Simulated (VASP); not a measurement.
Sn: single point with PBEsol

Sn:

```
Sn
1.0
    -2.72870    2.72870    1.45764
     2.72870   -2.72870    1.45764
     2.72870    2.72870   -1.45764
Sn
2
Direct
  0.00000 0.00000 0.00000
  0.75000 0.25000 0.50000
```

| Property | Result |
| --- | --- |
| Program | VASP 6.6.1 |
| Task | single point |
| Functional | PBEsol |
| Potentials or basis | VASP PAW PBE potentials, release 64 (Sn_d) |
| Cutoff | 520 eV |
| k mesh | 9 × 9 × 9 |
| Occupations | fermi-dirac, width 0.05 eV |
| Spin | no spin polarisation |

* Pressure: 19.9 GPa
* Band gap on the k mesh: zero (bands 14 and 15 overlap by 5.25 eV)

Levels at points of the mesh, in eV from the Fermi level:
```csv
k point,band 11,band 12,band 13,band 14,band 15,band 16,band 17,band 18
"(0.00, 0.00, 0.00)",-13.08,-3.22,-2.79,-2.79,2.48,7.09,7.09,8.83
```

Run time: 84 s on 1 thread of Intel Xeon 8259CL (shared host), peak memory 0.2 GiB.

Caveat: the cell stands under pressure; the PAW data sets were made with another functional, which shifts forces and pressure a little; spin-orbit coupling is left out, which moves the levels of the heavy elements.
